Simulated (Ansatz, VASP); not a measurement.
Two plane-wave programs on NaF

```
Na F
1.0
     0.00000    2.32330    2.32330
     2.32330    0.00000    2.32330
     2.32330    2.32330    0.00000
Na F
1 1
Direct
  0.00000 0.00000 0.00000
  0.45696 0.45696 0.48217
```

Alike in both runs: task single point; functional LDA; k mesh 4 × 4 × 4; occupations gaussian, width 0.05 eV; no spin polarisation.

|  | VASP | Ansatz |
| --- | --- | --- |
| version | VASP 6.6.1 | Ansatz 0.2.0 |
| potentials or method | VASP PAW LDA potentials, release 64 (Na_pv, F), cutoff 520 eV | scalar-relativistic, plane waves, PAW |
| valence electrons in the cell | 14 | 16 |

|  | VASP | Ansatz | Ansatz less VASP |
| --- | --- | --- | --- |
| gap on the k mesh at the Fermi level (eV) | 5.90 | 5.92 | +0.022 |
| least direct gap on the mesh (eV) | 5.90 | 5.92 | +0.022 |
| pressure (GPa) | -2.4 | -2.4 | +0.03 |
| traceless stress, the component that is largest in VASP (GPa) | 1.44 | 1.40 | -0.040 |
| rms of the force components (eV/Å) | 0.315 | 0.305 | -0.0099 |

LDA's correlation is that of Perdew and Zunger in VASP and of Perdew and Wang (1992) in Ansatz. Atom by atom the forces differ by 0.010 eV/Å (rms over components). VASP's potentials hold 14 valence electrons a cell and Ansatz's 16, so a difference there can come from the potentials and not from the codes.

The k mesh is coarse, so the values compare programs but aren't converged.
